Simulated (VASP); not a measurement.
Pt, 1 atom in the cell. The structure is tetragonal, space group I4/mmm (No. 139). The conventional cell has a = 2.630 Å, b = 2.630 Å, c = 3.818 Å, α = 90.00°, β = 90.00°, γ = 90.00°. Within 3.5 Å of Pt (site symmetry 4/mmm) lie 12 Pt at 2.63 to 2.67 Å.  This cell differs from its parent crystal: strain -0.050 along x and y, -0.025 along z.

* Program: VASP 6.6.1
* Task: single point
* Functional: PBE
* Potentials or basis: VASP PAW PBE potentials, release 64 (Pt)
* Cutoff: 520 eV
* k mesh: 20 × 20 × 20
* Occupations: gaussian, width 0.15 eV
* Spin: no spin polarisation
* Dipole correction: no
* Further INCAR settings: ALGO = Fast; EDIFF = 1e-07; NBANDS = 11

Potentials or basis: VASP PAW PBE potentials, release 64 (Pt).

The run is started by

```console
$ cat potpaw_PBE.64/Pt/POTCAR > POTCAR
$ mpirun -np 1 vasp_std > vasp.out
```

Hardware: 1 thread of AMD EPYC 7R13, on a shared host.

Problem. How long does it take, and how much memory?

Solution. Run time: 3.6 min on 1 thread of AMD EPYC 7R13 (shared host), peak memory 0.18 GiB. Counts: scf iterations 15, k points 641.
